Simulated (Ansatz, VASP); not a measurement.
## BeS in VASP and in Ansatz

POSCAR

```
BeS
1.0
    0.0000000000      2.4250000000      2.4250000000
    2.4250000000      0.0000000000      2.4250000000
    2.4250000000      2.4250000000      0.0000000000
S Be
1 1
Direct
    0.7500000000      0.7500000000      0.7500000000
    0.0000000000      0.0000000000      0.0000000000
```

The input INCAR.step1:

```
SYSTEM = BeS
PREC     = Accurate       ! precision mode
ENCUT    = 600            ! plane-wave cutoff, eV
EDIFF    = 1E-5           ! SCF threshold, eV
ISMEAR   = -1             ! smearing method
SIGMA    = 0.05           ! smearing width, eV
LREAL    = .False.        ! projectors in reciprocal space
LASPH    = .True.         ! aspherical terms in the spheres
NELM     = 100            ! most SCF steps
ALGO     = Normal         ! electronic algorithm
LWAVE    = .True.         ! write WAVECAR
LCHARG   = .False.        ! write CHGCAR
GGA      = PE             ! functional
NBANDS   = 11             ! bands
```

Contents of INCAR.step2:

```
SYSTEM = BeS
PREC     = Accurate       ! precision mode
ENCUT    = 600            ! plane-wave cutoff, eV
EDIFF    = 1E-6           ! SCF threshold, eV
ISMEAR   = -1             ! smearing method
SIGMA    = 0.05           ! smearing width, eV
LREAL    = .False.        ! projectors in reciprocal space
LASPH    = .True.         ! aspherical terms in the spheres
NELM     = 100            ! most SCF steps
ALGO     = Normal         ! electronic algorithm
ISIF     = 3              ! what is computed and relaxed
LWAVE    = .False.        ! write WAVECAR
LCHARG   = .False.        ! write CHGCAR
GGA      = B3             ! functional
LHFCALC  = .True.         ! exact exchange
AEXX     = 0.2            ! exact-exchange fraction
AGGAX    = 0.72         
AGGAC    = 0.81         
ALDAC    = 0.19         
PRECFOCK = Normal       
IBRION   = 2              ! ionic algorithm
NSW      = 60             ! ionic steps
EDIFFG   = -0.01          ! ionic threshold
ISTART   = 1
```

KPOINTS

```
Automatic mesh
0
Gamma
  5 5 5
  0 0 0
```

File input:

```
crystal:
  lattice:
    - [0.0, 2.425, 2.425]
    - [2.425, 0.0, 2.425]
    - [2.425, 2.425, 0.0]
  atoms:
    - { symbol: S, position: [0.75, 0.75, 0.75] }
    - { symbol: Be, position: [0.0, 0.0, 0.0] }
hamiltonian:
  xc: b3lyp
  pseudopotentials: { kind: paw }
kpoints:
  mp_grid: { grid: [5, 5, 5] }
scf:
  occupations: { method: fermi_dirac, width: 0.05 }
output:
  forces: true
  stress: true
  eigenvalues: true
  write_density: true
  write_potential: true
  elf: true
  volumetric_format: npy
relax:
  f_tol: 0.01
  max_steps: 40
  cell: { stress_tol: 0.05 }
```

Alike in both runs: task relaxation of cell and atoms; functional B3LYP; k mesh 5 × 5 × 5; occupations fermi-dirac, width 0.05 eV; no spin polarisation.

```csv
,VASP,Ansatz
version,VASP 6.6.1,Ansatz 0.2.0
potentials or method,"VASP PAW PBE potentials, release 64 (S, Be)",Ansatz PAW
plane-wave cutoff (eV),600,420
valence electrons in the cell,8,8
```

Ansatz gave:

| Property | Result |
| --- | --- |
| gap on the k mesh at the Fermi level, each at its own relaxed structure (eV) | 5.06 |
| relaxed volume (Å³/atom) | 14.69 |
| relaxed cell length with the largest relative difference (Å) | 3.463 |

What did VASP give for the same quantities?

gap on the k mesh at the Fermi level, each at its own relaxed structure (eV): 5.09; relaxed volume (Å³/atom): 14.65; relaxed cell length with the largest relative difference (Å): 3.460.

VASP's potentials were made for PBE, not for B3LYP.

The k mesh is coarse, so the values compare programs but aren't converged. Noted on Ansatz's run: odd divisions of the mesh miss points on the zone boundary, where band edges often lie, so the gap on the mesh can be too wide; the plane-wave basis is chosen anew once the cell has moved, so the energies of steps on either side of that aren't comparable.
